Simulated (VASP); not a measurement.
Set up this calculation in VASP 6.6.1, as the native input.

- Task: single point
- Functional: PBE
- Potentials or basis: VASP PAW PBE potentials, release 64 (Mg, B)
- Cutoff: 520 eV
- k mesh: 14 × 14 × 12
- Occupations: gaussian, width 0.05 eV
- Spin: no spin polarisation
- Dipole correction: no
- Further INCAR settings: ALGO = Normal; EDIFF = 1e-06; NBANDS = 11

The structure of MgB2 lies in POSCAR:

```
MgB2
1.0
    3.1085487725      0.0000000000      0.0000000000
   -1.5542743863      2.6920822059      0.0000000000
    0.0000000000      0.0000000000      3.5860621142
Mg B
1 2
Direct
    0.0000000000      0.0000000000      0.0000000000
    0.3333333333      0.6666666667      0.5000000000
    0.6666666667      0.3333333333      0.5000000000
```

These files were run (other wordings do the same):

INCAR

```
PREC     = Accurate       # precision mode
ENCUT    = 520            # plane-wave cutoff, eV
EDIFF    = 1E-6           # SCF threshold, eV
ISMEAR   = 0              # smearing method
SIGMA    = 0.05           # smearing width, eV
LREAL    = False          # projectors in reciprocal space
LASPH    = True           # aspherical terms in the spheres
NELM     = 80             # most SCF steps
ALGO     = Normal         # electronic algorithm
ISIF     = 2              # what is computed and relaxed
LWAVE    = False          # write WAVECAR
LCHARG   = False          # write CHGCAR
GGA      = PE             # functional
NBANDS   = 11             # bands
```

KPOINTS

```
regular mesh
0
Gamma
  14 14 12
```

Potentials or basis: VASP PAW PBE potentials, release 64 (Mg, B).

Command:

```bash
$ cat potpaw_PBE.64/Mg/POTCAR potpaw_PBE.64/B/POTCAR > POTCAR
$ mpirun -np 1 vasp_std > vasp.out
```

It gave:

```json
{
  "Pressure": "-5.5 GPa",
  "Band gap on the k mesh": "zero (bands 4 and 5 overlap by 2.88 eV)"
}
```

Caveat: the cell stands under tension.

Wall time 14 s on 1 thread of Intel(R) Xeon(R) 6975P-C (Granite Rapids), with other jobs on the host, peak memory 0.19 GiB.
